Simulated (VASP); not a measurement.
ZrN: single point with PBE

The system is ZrN.

```
Zr N
1.0
     0.00000    2.29821    2.29821
     2.29821    0.00000    2.29821
     2.29821    2.29821    0.00000
Zr N
1 1
Direct
  0.50000 0.50000 0.50000
  0.00000 0.00000 0.00000
```

```json
{
 "Program": "VASP 6.6.1",
 "Task": "single point",
 "Functional": "PBE",
 "Potentials or basis": "VASP PAW PBE potentials, release 64 (Zr_sv, N)",
 "Cutoff": "600 eV",
 "k mesh": "7 × 7 × 7",
 "Occupations": "fermi-dirac, width 0.1 eV",
 "Spin": "no spin polarisation"
}
```

```
Pressure               : 0.1 GPa
Band gap on the k mesh : zero (an odd number of electrons rules out a gap without spin polarisation)
```

Levels at points of the mesh, in eV from the Fermi level:
| k point | band 7 | band 8 | band 9 | band 10 | band 11 | band 12 |
| --- | --- | --- | --- | --- | --- | --- |
| (0.00, 0.00, 0.00) | -2.79 | -2.79 | -0.53 | -0.53 | -0.53 | 1.43 |

Run time: 9.2 s on 1 thread of AMD EPYC 7R13 Processor (Zen 3) (shared host), peak memory 0.13 GiB.
